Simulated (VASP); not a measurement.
# BaO: single point with PBEsol

The system is BaO.

```xyz
2
Lattice="0.0000 2.7451 2.7451 2.7451 0.0000 2.7451 2.7451 2.7451 0.0000" Properties=species:S:1:pos:R:3 pbc="T T T"
Ba    0.0000    0.0000    0.0000
O     2.7451    2.7451    2.7451
```

```json
{
 "Program": "VASP 6.6.1",
 "Task": "single point",
 "Functional": "PBEsol",
 "Potentials or basis": "VASP PAW PBE potentials, release 64 (Ba_sv, O_h)",
 "Cutoff": "1340 eV",
 "k mesh": "8 × 8 × 8",
 "Occupations": "gaussian, width 0.02 eV",
 "Spin": "no spin polarisation"
}
```

```json
{
 "Pressure": "1.9 GPa",
 "Band gap on the k mesh": "1.77 eV"
}
```

Levels at points of the mesh, in eV from the valence-band top:
```
           k point  band 6  band 7  band 8  band 9  band 10  band 11
(0.00, 0.00, 0.00)   -0.43   -0.43   -0.43    3.48     4.61     4.61
(0.50, 0.00, 0.00)   -2.17   -1.63   -1.63    4.88     7.22     7.22
(0.50, 0.50, 0.00)   -0.20   -0.20    0.00    1.77     6.03     9.02
```

It took 94 s on 1 thread of Intel(R) Xeon(R) Platinum 8259CL CPU @ 2.50GHz (Skylake/Cascade Lake) (shared host), peak memory 0.35 GiB.

Caveat: the PAW data sets were made with another functional, which shifts forces and pressure a little; spin-orbit coupling is left out, which moves the levels of the heavy elements. A k mesh can miss the band edges.
